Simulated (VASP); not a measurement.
A run of VASP 6.6.1:

The input POSCAR:

```
CuI
1.0
    0.0000000000      2.8620890000      2.8620890000
    2.8620890000      0.0000000000      2.8620890000
    2.8620890000      2.8620890000      0.0000000000
Cu I
1 1
Direct
    0.0000000000      0.0000000000      0.0000000000
    0.5000000000      0.5000000000      0.5000000000
```

INCAR.step1

```
ALGO = Normal
EDIFF = 1E-4
ENCUT = 520
GGA = PE
ISMEAR = -1
ISPIN = 2
ISYM = 0
LASPH = True
LCHARG = False
LMAXMIX = 4
LREAL = False
LWAVE = True
MAGMOM = 0 0
NBANDS = 20
NELM = 150
PREC = Accurate
SIGMA = 0.1
```

File INCAR.step2:

```
ALGO = Normal
EDIFF = 1E-6
ENCUT = 520
ISIF = 2
ISMEAR = -1
ISPIN = 2
ISTART = 1
ISYM = 0
IVDW = 12
LASPH = True
LCHARG = False
LMAXMIX = 4
LMIXTAU = True
LORBIT = 11
LREAL = False
LWAVE = False
MAGMOM = 0 0
METAGGA = R2SCAN
NBANDS = 20
NELM = 150
PREC = Accurate
SIGMA = 0.1
VDW_A1 = 0.49484001
VDW_A2 = 5.73083694
VDW_S6 = 1.0
VDW_S8 = 0.78981345
```

Contents of KPOINTS:

```
Automatic mesh
0
Gamma
  1 5 1
  0 0 0.5
```

Potentials or basis: VASP PAW PBE potentials, release 64 (Cu, I).

Command:

```bash
$ cat potpaw_PBE.64/Cu/POTCAR potpaw_PBE.64/I/POTCAR > POTCAR
$ cp INCAR.step1 INCAR
$ mpirun -np 1 vasp_std > vasp.out
$ cp INCAR.step2 INCAR
$ mpirun -np 1 vasp_std > vasp.out
```

Hardware: 1 thread of Intel Xeon 6975P-C, with other jobs on the host.

Q: How long does it take, and how much memory?

A: Run time: 88 s on 1 thread of Intel Xeon 6975P-C, on a shared host, peak memory 0.2 GiB. Counts: k points 3.
